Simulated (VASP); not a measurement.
Wanted: the native input for a VASP 6.6.1 run.

```yaml
Task: relaxation of cell and atoms
Functional: PBEsol
Potentials_or_basis: VASP PAW PBE potentials, release 64 (K_sv, Cl)
Cutoff: 600 eV
k_mesh: 6 × 6 × 4
Occupations: fermi-dirac, width 0.03 eV
Spin: no spin polarisation
Dipole_correction: no
Further_INCAR_settings: ALGO = Normal; EDIFF = 1e-07; IBRION = 2; EDIFFG = -0.01; NSW = 100; ISIF = 3
```

The structure of KCl lies in POSCAR:

```
KCl
1.0
    4.2838027800      0.0000000000      0.0000000000
   -2.1419013900      3.7098820323      0.0000000000
    0.0000000000      0.0000000000      6.9825985314
K Cl
2 2
Direct
    0.0000000000      0.0000000000      0.0000000000
    0.0000000000      0.0000000000      0.5000000000
    0.3333333333      0.6666666667      0.2500000000
    0.6666666667      0.3333333333      0.7500000000
```

One way to write it, as run:

INCAR

```
SYSTEM = KCl
PREC = Accurate
ENCUT = 600
EDIFF = 1E-7
ISMEAR = -1
SIGMA = 0.03
LREAL = .FALSE.
LASPH = .TRUE.
NELM = 100
ALGO = Normal
ISIF = 3
LWAVE = .FALSE.
LCHARG = .FALSE.
GGA = PS
IBRION = 2
NSW = 100
EDIFFG = -0.01
```

KPOINTS

```
Automatic mesh
0
G
  6 6 4
  0 0 0
```

Potentials or basis: VASP PAW PBE potentials, release 64 (K_sv, Cl).

Command:

```sh
$ cat potpaw_PBE.64/K_sv/POTCAR potpaw_PBE.64/Cl/POTCAR > POTCAR
$ mpirun -np 1 vasp_std > vasp.out
```

Results of the run:

- Relaxed volume: 30.67 Å³/atom
- Relaxed cell: a = 4.319 Å, b = 4.319 Å, c = 7.594 Å, α = 90.00°, β = 90.00°, γ = 120.00°
- Space group after relaxing (to 0.1 Å): P6_3/mmc (No. 194)
- Energy gained by relaxing: 28.6 meV/atom
- Ionic steps: 8
- Pressure after relaxing: 0.0 GPa
- Band gap on the k mesh: 5.02 eV

Caveat: the PAW data sets were made with another functional, which shifts forces and pressure a little.

It took 6.7 min on 1 thread of Oxide Virtual Turin-like Processor, with other jobs on the host, peak memory 0.25 GiB.
